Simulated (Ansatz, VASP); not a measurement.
Al in VASP and in Ansatz

Contents of INCAR:

```
SYSTEM = Al
PREC = Accurate ; ENCUT = 600
EDIFF = 1E-7 ; ISMEAR = -1
SIGMA = 0.1 ; LREAL = .False.
LASPH = .True. ; NELM = 100
ALGO = Normal ; ISIF = 3
LWAVE = .False. ; LCHARG = .False.
GGA = RP ; IBRION = 2
NSW = 80 ; EDIFFG = -0.01
```

File KPOINTS:

```
regular mesh
0
Gamma
  12 12 12
  0 0 0
```

Contents of POSCAR:

```
Al
1.0
    2.6173666896      0.0000000000      0.0000000000
    0.0000000000      2.6173666896      0.0000000000
    0.0000000000      0.0000000000      2.6173666896
Al
1
Direct
    0.0000000000      0.0000000000      0.0000000000
```

Input for Ansatz:

```yaml
crystal:
  lattice:
    - [2.6173666896, 0.0, 0.0]
    - [0.0, 2.6173666896, 0.0]
    - [0.0, 0.0, 2.6173666896]
  atoms:
    - { symbol: Al, position: [0.0, 0.0, 0.0] }
hamiltonian:
  xc: rpbe
  pseudopotentials:
    kind: paw
    azcp:
      Al: "pseudopotentials/Al.paw.azcp"
basis:
  ecutwfc: 420
  fft_grid_basis: typed
kpoints:
  mp_grid: { grid: [12, 12, 12], shift: [0, 0, 0] }
magnetization:
  spin_polarized: false
scf:
  occupations: { method: fermi_dirac, width: 0.1 }
relax:
  max_steps: 60
  f_tol: 0.01
  cell: {}
output:
  write_density: true
  write_potential: true
  elf: true
  volumetric_format: npy
```

Alike in both runs: task relaxation of cell and atoms; functional RPBE; k mesh 12 × 12 × 12; occupations fermi-dirac, width 0.1 eV; no spin polarisation.

|  | VASP | Ansatz |
| --- | --- | --- |
| version | VASP 6.6.1 | Ansatz 0.2.0 |
| potentials or method | VASP PAW PBE potentials, release 64 (Al), cutoff 600 eV | plane waves (420 eV) with PAW, scalar-relativistic |
| valence electrons in the cell | 3 | 3 |

VASP gave:

```
relaxed volume (Å³/atom)                                     : 20.50
relaxed cell length with the largest relative difference (Å) : 2.737
```

Estimate Ansatz's values.

relaxed volume (Å³/atom): 20.56; relaxed cell length with the largest relative difference (Å): 2.739.

VASP's potentials were made for PBE, not for RPBE.
